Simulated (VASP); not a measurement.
# Al (P6_3/mmc) in VASP: notebook

Runs on Al. Level: PBEsol. Tasks: single point.

Program: VASP 6.6.1. These are calculated values, not measurements. Logs are shortened: lines on timing, memory, paths and dates and some standing lists are left out, and cuts for length are marked.

## (1) The cell of the first run

The structure is hexagonal, space group P6_3/mmc (No. 194). Conventional cell: a = 2.672 Å, b = 2.672 Å, c = 4.867 Å, α = 90.00°, β = 90.00°, γ = 120.00°. Within 3.5 Å of Al (site symmetry -6m2) lie 12 Al at 2.67 to 2.88 Å.

This isn't the form of Al at room conditions, which is fcc.

## (2) Single point, PBEsol (strain -0.0500 x Voigt [1, 1, 0, 0, 0, 0])

The input, INCAR:

```
  PREC = Accurate
  ENCUT = 520
  EDIFF = 1E-6
  ISMEAR = 0
  SIGMA = 0.15
  LREAL = F
  LASPH = T
  NELM = 60
  ALGO = Normal
  ISIF = 2
  LWAVE = F
  LCHARG = F
  GGA = PS
  NBANDS = 10
```

The input, KPOINTS:

```
Automatic mesh
0
Gamma
  18 18 10
```

The input, POSCAR:

```
Al
1.0
    2.6718325839      0.0000000000      0.0000000000
   -1.3359162919      2.3138748923      0.0000000000
    0.0000000000      0.0000000000      4.8668500000
Al
2
Direct
    0.6666666667      0.3333333333      0.7500000000
    0.3333333333      0.6666666667      0.2500000000
```

Potentials or basis: VASP PAW PBE potentials, release 64 (Al).

Launch:

```sh
cat potpaw_PBE.64/Al/POTCAR > POTCAR
mpirun -np 1 vasp_std > vasp.out
```

OUTCAR:

```text
PREC = Accurate
   ENCUT = 520
   EDIFF = 1E-6
   ISMEAR = 0
   LREAL = F
   LASPH = T
   NELM = 60
   ISIF = 2
   GGA = PS

 ion  position               nearest neighbor table
   1  0.667  0.333  0.750-   2 2.88   2 2.88   2 2.88   2 2.88   2 2.88   2 2.88
   2  0.333  0.667  0.250-   1 2.88   1 2.88   1 2.88   1 2.88   1 2.88   1 2.88

  LATTYP: Found a hexagonal cell.
 ALAT       =     2.6718325839
 C/A-ratio  =     1.8215400281

  Lattice vectors:

 A1 = (   2.6718325839,   0.0000000000,   0.0000000000)
 A2 = (  -1.3359162919,   2.3138748923,   0.0000000000)
 A3 = (   0.0000000000,   0.0000000000,   4.8668500000)

Analysis of symmetry for initial positions (statically):
=====================================================================
 Subroutine PRICEL returns:
 Original cell was already a primitive cell.

 Routine SETGRP: Setting up the symmetry group for a
 hexagonal supercell.

 Subroutine GETGRP returns: Found 24 space group operations
 (whereof 12 operations were pure point group operations)
 out of a pool of 24 trial point group operations.

The static configuration has the point symmetry D_3d.
 The point group associated with its full space group is D_6h.

Analysis of symmetry for dynamics (positions and initial velocities):
=====================================================================
 Subroutine PRICEL returns:
 Original cell was already a primitive cell.

 Routine SETGRP: Setting up the symmetry group for a
 hexagonal supercell.

 Subroutine GETGRP returns: Found 24 space group operations
 (whereof 12 operations were pure point group operations)
 out of a pool of 24 trial point group operations.

The dynamic configuration has the point symmetry D_3d.
 The point group associated with its full space group is D_6h.

 Subroutine INISYM returns: Found 24 space group operations
 (whereof 12 operations are pure point group operations),
 and found     1 'primitive' translations

----------------------------------------------------------------------------------------

                                     Primitive cell

  volume of cell :      30.0883

  direct lattice vectors                    reciprocal lattice vectors
     2.671832584  0.000000000  0.000000000     0.374274947  0.216087742  0.000000000
    -1.335916292  2.313874892  0.000000000     0.000000000  0.432175483  0.000000000
     0.000000000  0.000000000  4.866850000     0.000000000  0.000000000  0.205471712

  length of vectors
     2.671832584  2.671832584  4.866850000     0.432175483  0.432175483  0.205471712

  position of ions in fractional coordinates (direct lattice)
     0.666666667  0.333333333  0.750000000
     0.333333333  0.666666667  0.250000000

  ion indices of the primitive-cell ions
   primitive index   ion index
                 1           1
                 2           2

----------------------------------------------------------------------------------------

 KPOINTS: Automatic mesh

Automatic generation of k-mesh.
 Grid dimensions read from file:
 generate k-points for:   18   18   10

 Generating k-lattice:

  Cartesian coordinates                     Fractional coordinates (reciprocal lattice)
     0.020793053  0.012004875  0.000000000     0.055555556  0.000000000  0.000000000
     0.000000000  0.024009749  0.000000000     0.000000000  0.055555556  0.000000000
     0.000000000  0.000000000  0.020547171     0.000000000  0.000000000  0.100000000

  Length of vectors
     0.024009749  0.024009749  0.020547171

  Shift w.r.t. Gamma in fractional coordinates (k-lattice)
     0.000000000  0.000000000  0.000000000

 Subroutine IBZKPT returns following result:
 ===========================================

 Found    222 irreducible k-points:

 Following reciprocal coordinates:
            Coordinates               Weight
  0.000000  0.000000  0.000000      1.000000
  0.055556  0.000000  0.000000      6.000000
  0.111111  0.000000  0.000000      6.000000
  0.166667  0.000000  0.000000      6.000000
  0.222222  0.000000  0.000000      6.000000
  0.277778  0.000000  0.000000      6.000000
[... 16 lines left out ...]
  0.333333  0.111111  0.000000     12.000000
  0.388889  0.111111  0.000000     12.000000
 [... further k-points ...]
   k-points           NKPTS =    222   k-points in BZ     NKDIM =    222   number of bands    NBANDS=     10
   number of dos      NEDOS =    301   number of ions     NIONS =      2
   total plane-waves  NPLWV =  14400
   dimension x,y,z NGX =    20 NGY =   20 NGZ =   36
   dimension x,y,z NGXF=    40 NGYF=   40 NGZF=   72
   ions per type =               2
   NGX,Y,Z   is equivalent  to a cutoff of  12.44, 12.44, 12.30 a.u.
   NGXF,Y,Z  is equivalent  to a cutoff of  24.89, 24.89, 24.59 a.u.
 SYSTEM =  unknown system
   PREC   = accura    normal or accurate (medium, high low for compatibility)
   ISTART =      0    job   : 0-new  1-cont  2-samecut
   ICHARG =      2    charge: 1-file 2-atom 10-const
   ISPIN  =      1    spin polarized calculation?
   LNONCOLLINEAR =      F non collinear calculations
   LSORBIT =      F    spin-orbit coupling
   LASPH  =      T    aspherical Exc in radial PAW
   ENCUT  =  520.0 eV  38.22 Ry    6.18 a.u.   4.97  4.97  9.05*2*pi/ulx,y,z
   NELM   =     60;   NELMIN=  2; NELMDL= -5     # of ELM steps
   EDIFF  = 0.1E-05   stopping-criterion for ELM
   LREAL  =      F    real-space projection
   EDIFFG = 0.1E-04   stopping-criterion for IOM
   NSW    =      0    number of steps for IOM
   IBRION =     -1    ionic relax: 0-MD 1-quasi-New 2-CG
   NFREE  =      0    steps in history (QN), initial steepest desc. (CG)
   ISIF   =      2    stress and relaxation
   ISYM   =      2    0-nonsym 1-usesym 2-fastsym
   POTIM  = 0.5000    time-step for ionic-motion
   TEBEG  =    0.0;   TEEND  =   0.0 temperature during run
   PSTRESS=    0.0 pullay stress
   NELECT =       6.0000    total number of electrons
   NUPDOWN=      -1.0000    fix difference up-down
   EMIN   =  10.00;   EMAX   =-10.00  energy-range for DOS
   EFERMI =   0.00;   METHOD = LEGACY
   ISMEAR =     0;   SIGMA  =   0.15  broadening in eV -4-tet -1-fermi 0-gaus
   EFERMI_NEDOS =   21; number of points for ismear=-14 and -15
   IALGO  =     38    algorithm
   IMIX   =      4    mixing-type and parameters
     AMIX     =   0.40;   BMIX     =  1.00
     AMIX_MAG =   1.60;   BMIX_MAG =  1.00
  volume/ion in A,a.u.               =      15.04       101.52
  Fermi-wavevector in a.u.,A,eV,Ry     =   0.956444  1.807417 12.446408  0.914785
  Thomas-Fermi vector in A             =   2.085373
   LORBIT       =      0    0 simple, 1 ext, 2 COOP (PROOUT), +10 PAW based schemes
   GGA     = PS    functional components
   LHFCALC =     F    Hartree Fock is set to
   AEXX    =    0.0000 exact exchange contribution
   IVDW    =     0    specifies the selected vdW correction
   LEPSILON=     F    determine dielectric tensor
   LRPA    =     F    only Hartree local field effects (RPA)
 non-spin polarized calculation
 Gauss-broadening in eV      SIGMA  =   0.15
  energy-cutoff  :      520.00
  volume of cell :       30.09
 maximum number of plane-waves:       840
 NGX is ok and might be reduce to    20
   NGX =  9   NGY =  9   NGZ = 19

 number of electron       6.0000000 magnetization

 Free energy of the ion-electron system (eV)
  ---------------------------------------------------
  ext. energy  EPLUGINS =         0.00000000
  ---------------------------------------------------
  free energy    TOTEN  =        -7.99934077 eV

  energy without entropy =       -7.99121468  energy(sigma->0) =       -7.99527772

 E-fermi :   8.9053     XC(G=0): -10.5931

 val. band max:        8.8935026124   @ k =   0.0000   0.0000   0.4000
 cond. band min:       8.9118556200   @ k =   0.2222   0.0556   0.3000
 fundamental gap:      0.0183530077
 Fermi energy:         8.9053305921

 k-point     1 :       0.0000    0.0000    0.0000
  band No.  band energies     occupation
      1      -2.8490      2.00000
      2       3.0857      2.00000
      3       3.4216      2.00000
      4      19.4927      0.00000
      5      20.7190      0.00000
      6      21.8733      0.00000
      7      21.8733      0.00000
      8      22.1579      0.00000
      9      22.1579      0.00000
     10      25.4655      0.00000

 k-point     2 :       0.0556    0.0000    0.0000
  band No.  band energies     occupation
      1      -2.7638      2.00000
      2       3.1688      2.00000
      3       3.5009      2.00000
      4      19.2812      0.00000
      5      20.3815      0.00000
      6      20.7850      0.00000
      7      20.8528      0.00000
      8      22.1645      0.00000
      9      23.2225      0.00000
     10      25.1430      0.00000

 k-point     3 :       0.1111    0.0000    0.0000
  band No.  band energies     occupation
      1      -2.5085      2.00000
      2       3.4171      2.00000
      3       3.7389      2.00000
      4      17.5678      0.00000
      5      19.7998      0.00000
      6      19.8215      0.00000
      7      20.9801      0.00000
      8      21.0645      0.00000
      9      23.6260      0.00000
     10      23.8282      0.00000

 k-point     4 :       0.1667    0.0000    0.0000
  band No.  band energies     occupation
      1      -2.0842      2.00000
      2       3.8274      2.00000
      3       4.1357      2.00000
      4      15.3265      0.00000
      5      18.9213      0.00000
      6      19.2806      0.00000
      7      19.9529      0.00000
      8      21.1192      0.00000
      9      21.4963      0.00000
     10      22.7722      0.00000
[... 222 lines left out ...]
 k-point    22 :       0.2778    0.1111    0.0000
  band No.  band energies     occupation
      1       0.4293      2.00000
      2       6.1261      2.00000
      3       6.5186      2.00000
      4       9.4114      0.00000
      5      13.1621      0.00000
      6      15.1450      0.00000
      7      15.4462      0.00000
      8      19.0374      0.00000
      9      19.5402      0.00000
     10      21.7819      0.00000

 k-point    23 :       0.3333    0.1111    0.0000
  band No.  band energies     occupation
      1       1.5007      2.00000
      2       6.6083      2.00000
      3       7.5497      2.00000
      4       8.1204      2.00000
      5      12.2607      0.00000
      6      13.3280      0.00000
      7      14.3305      0.00000
      8      18.7469      0.00000
      9      19.1243      0.00000
     10      21.5749      0.00000

 k-point    24 :       0.3889    0.1111    0.0000
  band No.  band energies     occupation
      1       2.7213      2.00000
      2       5.5279      2.00000
      3       8.6402      1.98758
      4       8.7298      1.90214
      5      11.1239      0.00000
      6      11.6729      0.00000
      7      13.7505      0.00000
      8      18.5649      0.00000
      9      18.8763      0.00000
     10      21.4225      0.00000

 [... further k-points ...]

------------------------ aborting loop because EDIFF is reached ----------------------------------------

  FORCE on cell =-STRESS in cart. coord.  units (eV):
  Direction    XX          YY          ZZ          XY          YZ          ZX
  --------------------------------------------------------------------------------------
  -------------------------------------------------------------------------------------
  Total        2.4793206      2.4793206      0.2902205      0.0000000     -0.0000000      0.0000000
  in kB      132.0219662    132.0219662     15.4540257      0.0000000     -0.0000000      0.0000000
  external PRESSURE =      93.1659860 kB  Pullay stress =       0.0000000 kB

 VOLUME and BASIS-vectors are now :
 -----------------------------------------------------------------------------
  energy-cutoff  :      520.00
  volume of cell :       30.09
      direct lattice vectors                 reciprocal lattice vectors
     2.671832584  0.000000000  0.000000000     0.374274947  0.216087742  0.000000000
    -1.335916292  2.313874892  0.000000000     0.000000000  0.432175483  0.000000000
     0.000000000  0.000000000  4.866850000     0.000000000  0.000000000  0.205471712

 POSITION                                       TOTAL-FORCE (eV/Angst)
 -----------------------------------------------------------------------------------
      1.33592      0.77129      3.65014        -0.000000      0.000000      0.000000
     -0.00000      1.54258      1.21671         0.000000     -0.000000      0.000000
 -----------------------------------------------------------------------------------
    total drift:                                0.000000     -0.000000      0.000000

  FREE ENERGIE OF THE ION-ELECTRON SYSTEM (eV)
  ---------------------------------------------------
  free  energy   TOTEN  =        -7.9993407725 eV

  energy  without entropy=       -7.9912146764  energy(sigma->0) =       -7.99527772
```

It took 58 s on 1 thread of AMD EPYC 7R43 (Zen 3), shared host; peak memory 0.14 GiB.

Results:

```yaml
Free_energy: -7.9993 eV
Pressure: 9.3 GPa
Band_gap_on_the_k_mesh: zero (bands 3 and 4 overlap by 6.38 eV)
```

Caveat: the cell differs from its parent crystal (strain -0.0500 x Voigt [1, 1, 0, 0, 0, 0]); the stress differs along the axes, from 2 to 13 GPa; the PAW data sets were made with another functional, which shifts forces and pressure a little.

## (3) Single point, PBEsol (strain -0.0250 x Voigt [1, 1, 0, 0, 0, 0])

INCAR, as its differences from that of step 2:

```diff
@@ -2,3 +2,3 @@
   ENCUT = 520
-  EDIFF = 1E-6
+  EDIFF = 1E-7
   ISMEAR = 0
@@ -7,3 +7,3 @@
   LASPH = T
-  NELM = 60
+  NELM = 100
   ALGO = Normal
```

The input, KPOINTS:

```
regular mesh
0
Gamma
  18 18 10
```

The input, POSCAR:

```
Al
1.0
    2.7421439677      0.0000000000      0.0000000000
   -1.3710719838      2.3747663369      0.0000000000
    0.0000000000      0.0000000000      4.8668500000
Al
2
Direct
    0.6666666667      0.3333333333      0.7500000000
    0.3333333333      0.6666666667      0.2500000000
```

Potentials or basis: VASP PAW PBE potentials, release 64 (Al).

Launch:

```sh
cat potpaw_PBE.64/Al/POTCAR > POTCAR
mpirun -np 1 vasp_std > vasp.out
```

Run time: 84 s. Hardware: 1 thread of AMD EPYC 7R43 (Zen 3), shared host; peak memory 0.14 GiB.

The run converged. Its results:

```
Free energy            : -8.0895 eV
Pressure               : 3.2 GPa
Band gap on the k mesh : zero (bands 3 and 4 overlap by 6.61 eV)
```

Stress tensor (GPa, compression positive):
```
 5.17  0.00  0.00
 0.00  5.17  0.00
 0.00  0.00 -0.70
```

Levels at points of the mesh, in eV from the Fermi level:
```tsv
k point	band 1	band 2	band 3	band 4	band 5	band 6
(0.00, 0.00, 0.00)	-11.39	-5.42	-5.14	10.90	12.13	12.30
(0.50, 0.00, 0.00)	-5.02	-5.00	0.50	0.64	1.34	1.38
(0.00, 0.00, 0.50)	-9.84	-9.84	2.04	2.04	13.09	13.09
(0.50, 0.00, 0.50)	-3.90	-3.90	-3.04	-3.04	7.41	7.41
```

Caveat: the cell differs from its parent crystal (strain -0.0250 x Voigt [1, 1, 0, 0, 0, 0]); the stress differs along the axes, from -1 to 5 GPa; the PAW data sets were made with another functional, which shifts forces and pressure a little.

The gap in the log of VASP goes by the Fermi energy; the results here count the filled bands.